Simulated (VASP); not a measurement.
A run of VASP 6.6.1:

INCAR

```
PREC = Accurate
ENCUT = 910
EDIFF = 1E-6
ISMEAR = 0
SIGMA = 0.05
LREAL = False
LASPH = True
NELM = 120
ALGO = Normal
ISIF = 2
LWAVE = False
LCHARG = False
GGA = PS
NBANDS = 22
GGA_COMPAT = False
```

File KPOINTS:

```
Automatic mesh
0
Gamma
  4 4 2
```

File POSCAR:

```
F
1.0
    2.9468168668     -1.8057752945     -0.2272839385
    2.9468168668      1.8057752945     -0.2272839385
   -2.1822163277      0.0000000000      7.2177310154
F
4
Direct
    0.0848459664      0.0848459664      0.0940038325
    0.9151540336      0.9151540336      0.9059961675
    0.5015719855      0.5015719855      0.5937195244
    0.4984280145      0.4984280145      0.4062804756
```

Potentials or basis: VASP PAW PBE potentials, release 64 (F_h).

Launch:

```sh
$ cat potpaw_PBE.64/F_h/POTCAR > POTCAR
$ mpirun -np 1 vasp_std > vasp.out
```

Hardware: 1 thread of AMD EPYC 9R45 96-Core Processor (Zen 5), with other jobs on the host.

How long does it take, and how much memory?

Wall time 32 s on 1 thread of AMD EPYC 9R45 96-Core Processor (Zen 5), with other jobs on the host, peak memory 0.27 GiB. Counts: scf iterations 13, k points 14.
